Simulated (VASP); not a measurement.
Input of a VASP 6.6.1 run:

Contents of INCAR:

```
PREC = Accurate
ENCUT = 520
EDIFF = 1E-7
ISMEAR = -1
SIGMA = 0.1
LREAL = F
LASPH = T
NELM = 150
ALGO = Normal
ISIF = 2
LWAVE = F
LCHARG = F
ISPIN = 2
MAGMOM = 4
LORBIT = 11
LMAXMIX = 4
GGA = PS
NBANDS = 14
```

KPOINTS

```
regular mesh
0
Gamma
  14 14 14
```

Contents of POSCAR:

```
Fe
1.0
   -1.4665000000      1.4665000000      1.4665000000
    1.4665000000     -1.4665000000      1.4665000000
    1.4665000000      1.4665000000     -1.4665000000
Fe
1
Direct
    0.0000000000      0.0000000000      0.0000000000
```

Potentials or basis: VASP PAW PBE potentials, release 64 (Fe).

The run is started by

```console
$ cat potpaw_PBE.64/Fe/POTCAR > POTCAR
$ mpirun -np 1 vasp_std > vasp.out
```

(1) Predict the pressure.

(2) Predict the net moment.

## Answers

(1) -21.0 GPa.

(2) 2.45 μB per cell.

Caveat: the PAW data sets were made with another functional, which shifts forces and pressure a little.
